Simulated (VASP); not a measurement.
Crystal: Lu.

```xyz
2
Lattice="3.5071 0.0000 0.0000 -1.7535 3.0372 0.0000 0.0000 0.0000 5.4773" Properties=species:S:1:pos:R:3 pbc="T T T"
Lu    0.0000    2.0248    1.3693
Lu    1.7535    1.0124    4.1080
```

Base run:

- Program: VASP 6.6.1
- Functional: PBE
- Potentials or basis: VASP PAW PBE potentials, release 64 (Lu)
- Cutoff: 520 eV
- k mesh: 10 × 10 × 6
- Occupations: gaussian, width 0.03 eV
- Spin: no spin polarisation

Its results: band gap on the k mesh zero (band 25 reaches 3.43 eV, above the bottom of band 26 at 1.60 eV); pressure 0.0 GPa.

**Question.** After a change of settings the same cell gave: band gap on the k mesh zero (band 25 reaches 3.45 eV, above the bottom of band 26 at 1.59 eV); pressure 4.5 GPa. Which change was it?
A. occupations from gaussian, width 0.03 eV to gaussian, width 0.01 eV; further incar settings from ALGO = Normal; EDIFF = 1e-06; NBANDS = 32 to ALGO = Normal; EDIFF = 1e-07; NBANDS = 32
B. occupations from gaussian, width 0.03 eV to gaussian, width 1 eV
C. occupations from gaussian, width 0.03 eV to fermi-dirac, width 1 eV

**Answer.** C.

Caveats: spin-orbit coupling is left out, which moves the levels of the heavy elements.
